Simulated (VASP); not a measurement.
Set up this calculation in VASP 6.6.1, as the native input.

```yaml
Task: single point
Functional: PBE
Potentials_or_basis: VASP PAW PBE potentials, release 64 (Ga_d, Sb, Bi_d, S)
Cutoff: 500 eV
k_mesh: 3 × 3 × 1
Occupations: gaussian, width 0.15 eV
Spin: no spin polarisation
Dipole_correction: no
Further_INCAR_settings: ALGO = Normal; EDIFF = 1e-06; NBANDS = 41
```

The structure of GaBi2Sb3S lies in POSCAR:

```
GaBi2Sb3S
1.0
    5.0077717489     -0.0000000031      0.0000000000
   -2.5038858718      4.3368575525      0.0000000000
    0.0000000000      0.0000000000      9.8252956468
Ga Sb Bi S
1 3 2 1
Direct
    0.6666666667      0.3333333333      0.5330520657
    0.6666666667      0.3333333333      1.0298046552
    0.3333333333      0.6666666667      0.2455413472
    0.0000000000      0.0000000000      0.6622391411
    0.0000000000      0.0000000000      0.3512057504
    0.3333333333      0.6666666667      0.9200604985
    0.3333333333      0.6666666667      0.6266582418
```

The input as run:

INCAR

```
ALGO     = Normal         # electronic algorithm
EDIFF    = 1E-6           # SCF threshold, eV
ENCUT    = 500            # plane-wave cutoff, eV
GGA      = PE             # functional
GGA_COMPAT= False        
ISIF     = 2              # what is computed and relaxed
ISMEAR   = 0              # smearing method
LASPH    = True           # aspherical terms in the spheres
LCHARG   = False          # write CHGCAR
LREAL    = False          # projectors in reciprocal space
LWAVE    = False          # write WAVECAR
NBANDS   = 41             # bands
NELM     = 120            # most SCF steps
PREC     = Accurate       # precision mode
SIGMA    = 0.15           # smearing width, eV
```

KPOINTS

```
k-points
0
Gamma
  3 3 1
```

Potentials or basis: VASP PAW PBE potentials, release 64 (Ga_d, Sb, Bi_d, S).

Launch:

```console
$ cat potpaw_PBE.64/Ga_d/POTCAR potpaw_PBE.64/Sb/POTCAR potpaw_PBE.64/Bi_d/POTCAR potpaw_PBE.64/S/POTCAR > POTCAR
$ mpirun -np 1 vasp_std > vasp.out
```

It gave:

```json
{
 "Pressure": "0.0 GPa",
 "Largest force": "0.076 eV/Å",
 "Band gap on the k mesh": "zero (band 32 reaches 5.75 eV, above the bottom of band 33 at 4.91 eV)"
}
```

Caveat: the k points lie up to 0.64 Å⁻¹ apart; spin-orbit coupling is left out, which moves the levels of the heavy elements.

Run time: 19 s on 1 thread of AMD EPYC 9R45 (Zen 5), with other jobs on the host, peak memory 0.3 GiB.
